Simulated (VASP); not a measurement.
# Ca (Im-3m) in VASP: further runs

Runs on Ca. Level: PBE. Tasks: single point, relaxation of cell and atoms.

Program: VASP 6.6.1. These are calculated values, not measurements. Logs are shortened: lines on timing, memory, paths and dates and some standing lists are left out, and cuts for length are marked.

## 1. The cell of the first run

It takes space group Im-3m (No. 229, cubic). The conventional cell has a = 4.383 Å, b = 4.383 Å, c = 4.383 Å, α = 90.00°, β = 90.00°, γ = 90.00°. Ca (site symmetry m-3m) has 14 Ca at 3.80 to 4.38 Å within 5.0 Å.

## 2. Single point, PBE

File INCAR:

```
SYSTEM = Ca
  ALGO = Normal
  EDIFF = 1E-6
  ENCUT = 520
  GGA = PE
  ISIF = 2
  ISMEAR = 0
  LASPH = .TRUE.
  LCHARG = .FALSE.
  LREAL = .FALSE.
  LWAVE = .FALSE.
  NBANDS = 11
  NELM = 80
  PREC = Accurate
  SIGMA = 0.1
```

File KPOINTS:

```
k-points
0
G
  14 14 14
  0 0 0
```

File POSCAR:

```
Ca
1.0
   -2.1916688356      2.1916688356      2.1916688356
    2.1916688356     -2.1916688356      2.1916688356
    2.1916688356      2.1916688356     -2.1916688356
Ca
1
Direct
    0.0000000000      0.0000000000      0.0000000000
```

Potentials or basis: VASP PAW PBE potentials, release 64 (Ca_sv).

The run is started by

```console
$ cat potpaw_PBE.64/Ca_sv/POTCAR > POTCAR
$ mpirun -np 1 vasp_std > vasp.out
```

OUTCAR:

```text
SYSTEM = Ca
   EDIFF = 1E-6
   ENCUT = 520
   GGA = PE
   ISIF = 2
   ISMEAR = 0
   LASPH = .TRUE.
   LREAL = .FALSE.
   NELM = 80
   PREC = Accurate

 ion  position               nearest neighbor table
   1  0.000  0.000  0.000-

  LATTYP: Found a body centered cubic cell.
 ALAT       =     4.3833376712

  Lattice vectors:

 A1 = (  -2.1916688356,   2.1916688356,   2.1916688356)
 A2 = (   2.1916688356,  -2.1916688356,   2.1916688356)
 A3 = (   2.1916688356,   2.1916688356,  -2.1916688356)

Analysis of symmetry for initial positions (statically):
=====================================================================
 Subroutine PRICEL returns:
 Original cell was already a primitive cell.

 Routine SETGRP: Setting up the symmetry group for a
 body centered cubic supercell.

 Subroutine GETGRP returns: Found 48 space group operations
 (whereof 48 operations were pure point group operations)
 out of a pool of 48 trial point group operations.

The static configuration has the point symmetry O_h .

Analysis of symmetry for dynamics (positions and initial velocities):
=====================================================================
 Subroutine PRICEL returns:
 Original cell was already a primitive cell.

 Routine SETGRP: Setting up the symmetry group for a
 body centered cubic supercell.

 Subroutine GETGRP returns: Found 48 space group operations
 (whereof 48 operations were pure point group operations)
 out of a pool of 48 trial point group operations.

The dynamic configuration has the point symmetry O_h .

 Subroutine INISYM returns: Found 48 space group operations
 (whereof 48 operations are pure point group operations),
 and found     1 'primitive' translations

----------------------------------------------------------------------------------------

                                     Primitive cell

  volume of cell :      42.1100

  direct lattice vectors                    reciprocal lattice vectors
    -2.191668836  2.191668836  2.191668836     0.000000000  0.228136656  0.228136656
     2.191668836 -2.191668836  2.191668836     0.228136656  0.000000000  0.228136656
     2.191668836  2.191668836 -2.191668836     0.228136656  0.228136656  0.000000000

  length of vectors
     3.796081777  3.796081777  3.796081777     0.322633953  0.322633953  0.322633953

  position of ions in fractional coordinates (direct lattice)
     0.000000000  0.000000000  0.000000000

  ion indices of the primitive-cell ions
   primitive index   ion index
                 1           1

----------------------------------------------------------------------------------------

 KPOINTS: k-points

Automatic generation of k-mesh.
 Grid dimensions read from file:
 generate k-points for:   14   14   14

 Generating k-lattice:

  Cartesian coordinates                     Fractional coordinates (reciprocal lattice)
     0.000000000  0.016295475  0.016295475     0.071428571  0.000000000  0.000000000
     0.016295475  0.000000000  0.016295475     0.000000000  0.071428571  0.000000000
     0.016295475  0.016295475  0.000000000     0.000000000  0.000000000  0.071428571

  Length of vectors
     0.023045282  0.023045282  0.023045282

  Shift w.r.t. Gamma in fractional coordinates (k-lattice)
     0.000000000  0.000000000  0.000000000

 Subroutine IBZKPT returns following result:
 ===========================================

 Found    104 irreducible k-points:

 Following reciprocal coordinates:
            Coordinates               Weight
  0.000000  0.000000  0.000000      1.000000
  0.071429  0.000000  0.000000     12.000000
  0.142857  0.000000  0.000000     12.000000
  0.214286  0.000000  0.000000     12.000000
  0.285714  0.000000  0.000000     12.000000
  0.357143  0.000000  0.000000     12.000000
[... 16 lines left out ...]
  0.285714  0.285714  0.000000     24.000000
  0.357143  0.285714  0.000000     24.000000
 [... further k-points ...]
   k-points           NKPTS =    104   k-points in BZ     NKDIM =    104   number of bands    NBANDS=     11
   number of dos      NEDOS =    301   number of ions     NIONS =      1
   total plane-waves  NPLWV =  21952
   dimension x,y,z NGX =    28 NGY =   28 NGZ =   28
   dimension x,y,z NGXF=    56 NGYF=   56 NGZF=   56
   ions per type =               1
   NGX,Y,Z   is equivalent  to a cutoff of  12.26, 12.26, 12.26 a.u.
   NGXF,Y,Z  is equivalent  to a cutoff of  24.52, 24.52, 24.52 a.u.
 SYSTEM =  Ca
   PREC   = accura    normal or accurate (medium, high low for compatibility)
   ISTART =      0    job   : 0-new  1-cont  2-samecut
   ICHARG =      2    charge: 1-file 2-atom 10-const
   ISPIN  =      1    spin polarized calculation?
   LNONCOLLINEAR =      F non collinear calculations
   LSORBIT =      F    spin-orbit coupling
   LASPH  =      T    aspherical Exc in radial PAW
   ENCUT  =  520.0 eV  38.22 Ry    6.18 a.u.   7.06  7.06  7.06*2*pi/ulx,y,z
   NELM   =     80;   NELMIN=  2; NELMDL= -5     # of ELM steps
   EDIFF  = 0.1E-05   stopping-criterion for ELM
   LREAL  =      F    real-space projection
   EDIFFG = 0.1E-04   stopping-criterion for IOM
   NSW    =      0    number of steps for IOM
   IBRION =     -1    ionic relax: 0-MD 1-quasi-New 2-CG
   NFREE  =      0    steps in history (QN), initial steepest desc. (CG)
   ISIF   =      2    stress and relaxation
   ISYM   =      2    0-nonsym 1-usesym 2-fastsym
   POTIM  = 0.5000    time-step for ionic-motion
   TEBEG  =    0.0;   TEEND  =   0.0 temperature during run
   PSTRESS=    0.0 pullay stress
   NELECT =      10.0000    total number of electrons
   NUPDOWN=      -1.0000    fix difference up-down
   EMIN   =  10.00;   EMAX   =-10.00  energy-range for DOS
   EFERMI =   0.00;   METHOD = LEGACY
   ISMEAR =     0;   SIGMA  =   0.10  broadening in eV -4-tet -1-fermi 0-gaus
   EFERMI_NEDOS =   21; number of points for ismear=-14 and -15
   IALGO  =     38    algorithm
   IMIX   =      4    mixing-type and parameters
     AMIX     =   0.40;   BMIX     =  1.00
     AMIX_MAG =   1.60;   BMIX_MAG =  1.00
  volume/ion in A,a.u.               =      42.11       284.17
  Fermi-wavevector in a.u.,A,eV,Ry     =   1.013787  1.915779 13.983570  1.027763
  Thomas-Fermi vector in A             =   2.146976
   LORBIT       =      0    0 simple, 1 ext, 2 COOP (PROOUT), +10 PAW based schemes
   GGA     = PE    functional components
   LHFCALC =     F    Hartree Fock is set to
   AEXX    =    0.0000 exact exchange contribution
   IVDW    =     0    specifies the selected vdW correction
   LEPSILON=     F    determine dielectric tensor
   LRPA    =     F    only Hartree local field effects (RPA)
 non-spin polarized calculation
 Gauss-broadening in eV      SIGMA  =   0.10
  energy-cutoff  :      520.00
  volume of cell :       42.11
 maximum number of plane-waves:      1157
   NGX = 15   NGY = 15   NGZ = 15

 number of electron      10.0000003 magnetization

 Free energy of the ion-electron system (eV)
  ---------------------------------------------------
  ext. energy  EPLUGINS =         0.00000000
  ---------------------------------------------------
  free energy    TOTEN  =        -1.91669554 eV

  energy without entropy =       -1.90816169  energy(sigma->0) =       -1.91242861

 E-fermi :   2.0284     XC(G=0):  -7.7413

 val. band max:        2.0174473962   @ k =  -0.4286  -0.4286   0.0714
 cond. band min:       2.0289336828   @ k =   0.5000   0.5000   0.3571
 fundamental gap:      0.0114862866
 Fermi energy:         2.0283949001

 k-point     1 :       0.0000    0.0000    0.0000
  band No.  band energies     occupation
      1     -40.0370      2.00000
      2     -20.9523      2.00000
      3     -20.9523      2.00000
      4     -20.9523      2.00000
      5      -2.0563      2.00000
      6       4.3159      0.00000
      7       4.3159      0.00000
      8       4.3159      0.00000
      9       5.3725      0.00000
     10       5.3725      0.00000
     11      12.2283      0.00000

 k-point     2 :       0.0714    0.0000    0.0000
  band No.  band energies     occupation
      1     -40.0363      2.00000
      2     -20.9594      2.00000
      3     -20.9547      2.00000
      4     -20.9523      2.00000
      5      -1.9636      2.00000
      6       4.2578      0.00000
      7       4.2809      0.00000
      8       4.3858      0.00000
      9       5.3024      0.00000
     10       5.3740      0.00000
     11      12.1222      0.00000

 k-point     3 :       0.1429    0.0000    0.0000
  band No.  band energies     occupation
      1     -40.0342      2.00000
      2     -20.9794      2.00000
      3     -20.9613      2.00000
      4     -20.9522      2.00000
      5      -1.6904      2.00000
      6       4.1025      0.00000
      7       4.1248      0.00000
      8       4.5916      0.00000
      9       5.1862      0.00000
     10       5.3836      0.00000
     11      11.5643      0.00000

 k-point     4 :       0.2143    0.0000    0.0000
  band No.  band energies     occupation
      1     -40.0312      2.00000
      2     -21.0080      2.00000
      3     -20.9709      2.00000
      4     -20.9522      2.00000
      5      -1.2512      2.00000
      6       3.7894      0.00000
      7       3.8950      0.00000
      8       4.9205      0.00000
      9       5.1642      0.00000
     10       5.4129      0.00000
     11      10.4758      0.00000
[... 239 lines left out ...]
 k-point    22 :       0.3571    0.2143    0.0000
  band No.  band energies     occupation
      1     -40.0209      2.00000
      2     -21.0734      2.00000
      3     -21.0199      2.00000
      4     -20.9669      2.00000
      5       1.4949      2.00000
      6       2.1943      0.01900
      7       3.0236      0.00000
      8       5.2650      0.00000
      9       5.6174      0.00000
     10       6.7471      0.00000
     11       6.9746      0.00000

 k-point    23 :       0.2857    0.2857    0.0000
  band No.  band energies     occupation
      1     -40.0207      2.00000
      2     -21.0656      2.00000
      3     -21.0278      2.00000
      4     -20.9688      2.00000
      5       1.4953      2.00000
      6       2.4202      0.00000
      7       2.8327      0.00000
      8       5.3500      0.00000
      9       5.5457      0.00000
     10       6.8439      0.00000
     11       6.8953      0.00000

 k-point    24 :       0.3571    0.2857    0.0000
  band No.  band energies     occupation
      1     -40.0202      2.00000
      2     -21.0600      2.00000
      3     -21.0384      2.00000
      4     -20.9696      2.00000
      5       2.0397      0.87339
      6       2.1195      0.19773
      7       2.6473      0.00000
      8       5.4047      0.00000
      9       5.5599      0.00000
     10       6.6118      0.00000
     11       7.1538      0.00000

 [... further k-points ...]
[... 5 lines left out ...]
  --------------------------------------------------------------------------------------
  -------------------------------------------------------------------------------------
  Total        0.0077273      0.0077273      0.0077273      0.0000000      0.0000000     -0.0000000
  in kB        0.2940025      0.2940025      0.2940025      0.0000000      0.0000000     -0.0000000
  external PRESSURE =       0.2940025 kB  Pullay stress =       0.0000000 kB

 VOLUME and BASIS-vectors are now :
 -----------------------------------------------------------------------------
  energy-cutoff  :      520.00
  volume of cell :       42.11
      direct lattice vectors                 reciprocal lattice vectors
    -2.191668836  2.191668836  2.191668836     0.000000000  0.228136656  0.228136656
     2.191668836 -2.191668836  2.191668836     0.228136656  0.000000000  0.228136656
     2.191668836  2.191668836 -2.191668836     0.228136656  0.228136656  0.000000000

 POSITION                                       TOTAL-FORCE (eV/Angst)
 -----------------------------------------------------------------------------------
      0.00000      0.00000      0.00000         0.000000     -0.000000     -0.000000
 -----------------------------------------------------------------------------------
    total drift:                                0.000000     -0.000000      0.000000

  FREE ENERGIE OF THE ION-ELECTRON SYSTEM (eV)
  ---------------------------------------------------
  free  energy   TOTEN  =        -1.9166955400 eV

  energy  without entropy=       -1.9081616883  energy(sigma->0) =       -1.91242861
```

Run time: 29 s. Hardware: 1 thread of AMD EPYC 7R13 (Zen 3), shared host; peak memory 0.16 GiB.

What came out:

```
Free energy            : -1.9167 eV
Pressure               : 0.0 GPa
Band gap on the k mesh : zero (band 5 reaches 2.26 eV, above the bottom of band 6 at 1.99 eV)
```

Levels at points of the mesh, in eV from the Fermi level:
```csv
k point,band 2,band 3,band 4,band 5,band 6,band 7,band 8,band 9
"(0.00, 0.00, 0.00)",-22.98,-22.98,-22.98,-4.08,2.29,2.29,2.29,3.34
"(0.50, 0.00, 0.00)",-23.12,-23.03,-22.98,-0.92,-0.04,1.33,3.25,3.62
"(0.50, 0.50, 0.50)",-23.08,-23.08,-23.08,0.03,0.03,3.92,3.92,3.92
```

(Continued in part 2 of 2.)
